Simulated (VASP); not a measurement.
Write the native input for VASP 6.6.1 that does the following.

| Item | Value |
| --- | --- |
| Task | single point |
| Functional | PBE |
| Potentials or basis | VASP PAW PBE potentials, release 64 (Mg_sv, O) |
| Cutoff | 840 eV |
| k mesh | 8 × 8 × 8 |
| Occupations | gaussian, width 0.15 eV |
| Spin | no spin polarisation |
| Dipole correction | no |
| Further INCAR settings | ALGO = Normal; EDIFF = 1e-06; NBANDS = 15 |

The structure of MgO lies in POSCAR:

```
MgO
1.0
    0.0000000000      2.1652500000      2.1652500000
    2.1652500000      0.0000000000      2.1652500000
    2.1652500000      2.1652500000      0.0000000000
Mg O
1 1
Direct
    0.0000000000      0.0000000000      0.0000000000
    0.5000000000      0.5000000000      0.5000000000
```

One way to write it, as run:

INCAR

```
SYSTEM = MgO
  PREC = Accurate
  ENCUT = 840
  EDIFF = 1E-6
  ISMEAR = 0
  SIGMA = 0.15
  LREAL = .False.
  LASPH = .True.
  NELM = 120
  ALGO = Normal
  ISIF = 2
  LWAVE = .False.
  LCHARG = .False.
  GGA = PE
  NBANDS = 15
  GGA_COMPAT = .False.
```

KPOINTS

```
Automatic mesh
0
Gamma
  8 8 8
  0 0 0
```

Potentials or basis: VASP PAW PBE potentials, release 64 (Mg_sv, O).

Run with:

```bash
$ cat potpaw_PBE.64/Mg_sv/POTCAR potpaw_PBE.64/O/POTCAR > POTCAR
$ mpirun -np 1 vasp_std > vasp.out
```

It gave:

```yaml
Pressure: -7.2 GPa
Band_gap_on_the_k_mesh: 3.97 eV
```

Caveat: the cell stands under tension.

Run time: 14 s on 1 thread of AMD EPYC 7R13 Processor (Zen 3), on a shared host, peak memory 0.13 GiB.
